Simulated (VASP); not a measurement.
A run of VASP 6.6.1:

The input INCAR:

```
SYSTEM = BaCdPtC6N6
ALGO = Normal
EDIFF = 1E-6
ENCUT = 520
GGA = PE
ISIF = 2
ISMEAR = 0
ISPIN = 2
LASPH = .TRUE.
LCHARG = .TRUE.
LELF = .TRUE.
LMAXMIX = 4
LORBIT = 11
LREAL = Auto
LVHAR = .TRUE.
LWAVE = .FALSE.
MAGMOM = 0 0 1 0 0 0 0 0 0 0 0 0 0 0 0
NBANDS = 60
NELM = 150
PREC = Accurate
SIGMA = 0.1
```

Contents of KPOINTS:

```
k-points
0
G
  4 4 4
  0 0 0
```

The input POSCAR:

```
BaCdPtC6N6
1.0
    0.0000000000      5.1785000000      5.1785000000
    5.1785000000      0.0000000000      5.1785000000
    5.1785000000      5.1785000000      0.0000000000
Ba Cd Pt C N
1 1 1 6 6
Direct
    0.7500000000      0.7500000000      0.7500000000
    0.0000000000      0.0000000000      0.0000000000
    0.5000000000      0.5000000000      0.5000000000
    0.8067973400      0.1932026600      0.1932026600
    0.1932026600      0.1932026600      0.8067973400
    0.8067973400      0.1932026600      0.8067973400
    0.1932026600      0.8067973400      0.8067973400
    0.8067973400      0.8067973400      0.1932026600
    0.1932026600      0.8067973400      0.1932026600
    0.6938302600      0.3061697400      0.3061697400
    0.3061697400      0.3061697400      0.6938302600
    0.6938302600      0.3061697400      0.6938302600
    0.3061697400      0.6938302600      0.6938302600
    0.6938302600      0.6938302600      0.3061697400
    0.3061697400      0.6938302600      0.3061697400
```

Potentials or basis: VASP PAW PBE potentials, release 64 (Ba_sv, Cd, Pt, C, N).

Command:

```console
$ cat potpaw_PBE.64/Ba_sv/POTCAR potpaw_PBE.64/Cd/POTCAR potpaw_PBE.64/Pt/POTCAR potpaw_PBE.64/C/POTCAR potpaw_PBE.64/N/POTCAR > POTCAR
$ mpirun -np 1 vasp_std > vasp.out
```

Hardware: 1 thread of Intel(R) Xeon(R) Platinum 8375C CPU @ 2.90GHz (Ice Lake), with other jobs on the host.

Task: Estimate the wall time of this run.

Result: Wall time 18 min on 1 thread of Intel(R) Xeon(R) Platinum 8375C CPU @ 2.90GHz (Ice Lake), with other jobs on the host, peak memory 0.62 GiB. Counts: scf iterations 22, k points 8.
